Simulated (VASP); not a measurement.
Write the native input for VASP 6.6.1 that does the following.

```
Task                   : single point
Functional             : PBE
Potentials or basis    : VASP PAW PBE potentials, release 64 (Li_sv, S)
Cutoff                 : 750 eV
k mesh                 : 8 × 8 × 8
Occupations            : gaussian, width 0.02 eV
Spin                   : no spin polarisation
Dipole correction      : no
Further INCAR settings : ALGO = Normal; EDIFF = 1e-06; NBANDS = 13
```

The structure of Li2S lies in POSCAR:

```
Li2S
1.0
    0.0000000000      2.8528159664      2.8528159664
    2.8528159664      0.0000000000      2.8528159664
    2.8528159664      2.8528159664      0.0000000000
Li S
2 1
Direct
    0.2500000000      0.2500000000      0.2500000000
    0.7500000000      0.7500000000      0.7500000000
    0.0000000000      0.0000000000      0.0000000000
```

One way to write it, as run:

INCAR

```
SYSTEM = Li2S
ALGO = Normal ; EDIFF = 1E-6
ENCUT = 750 ; GGA = PE
GGA_COMPAT = .False. ; ISIF = 2
ISMEAR = 0 ; LASPH = .True.
LCHARG = .False. ; LREAL = .False.
LWAVE = .False. ; NBANDS = 13
NELM = 120 ; PREC = Accurate
SIGMA = 0.02
```

KPOINTS

```
k-points
0
Gamma
  8 8 8
  0 0 0
```

Potentials or basis: VASP PAW PBE potentials, release 64 (Li_sv, S).

The run is started by

```console
$ cat potpaw_PBE.64/Li_sv/POTCAR potpaw_PBE.64/S/POTCAR > POTCAR
$ mpirun -np 1 vasp_std > vasp.out
```

Results of the run:

```
Pressure               : -0.1 GPa
Band gap on the k mesh : 3.39 eV (least direct gap 4.25 eV)
```

Run time: 39 s on 1 thread of AMD EPYC 9R14 (Zen 4) (shared host), peak memory 0.17 GiB.
